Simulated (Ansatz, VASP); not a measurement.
Zr2SiC in VASP and in Ansatz

```
Zr Si C
1.0
     2.94732    0.00000    0.00000
     0.00000    2.94732    0.00000
     0.00000    0.00000    6.94992
Zr Si C
2 1 1
Direct
  0.00000 0.00000 0.19847
  0.00000 0.00000 0.80153
  0.50000 0.50000 0.50000
  0.50000 0.50000 0.00000
```

Alike in both runs: task single point; functional PBE; k mesh 6 × 6 × 4; occupations gaussian, width 0.1 eV; collinear spin.

|  | VASP | Ansatz |
| --- | --- | --- |
| version | VASP 6.6.1 | Ansatz 0.2.0 |
| potentials or method | VASP PAW PBE potentials, release 64 (Zr_sv, Si, C), cutoff 520 eV | scalar-relativistic, plane waves, PAW |
| valence electrons in the cell | 32 | 32 |

```csv
,VASP,Ansatz,Ansatz less VASP
gap on the k mesh at the Fermi level (eV),none,none,-
pressure (GPa),0.1,0.0,-0.12
"traceless stress, the component that is largest in VASP (GPa)",0.12,0.11,-0.009
rms of the force components (eV/Å),0.006,0.001,-0.0055
net moment per atom (μB),0.00,0.00,0.000
```

Atom by atom the forces differ by 0.006 eV/Å (rms over components). A gap of «none» marks a metal or a gap that the smearing closes. Ansatz's warnings: seeded moment not kept.
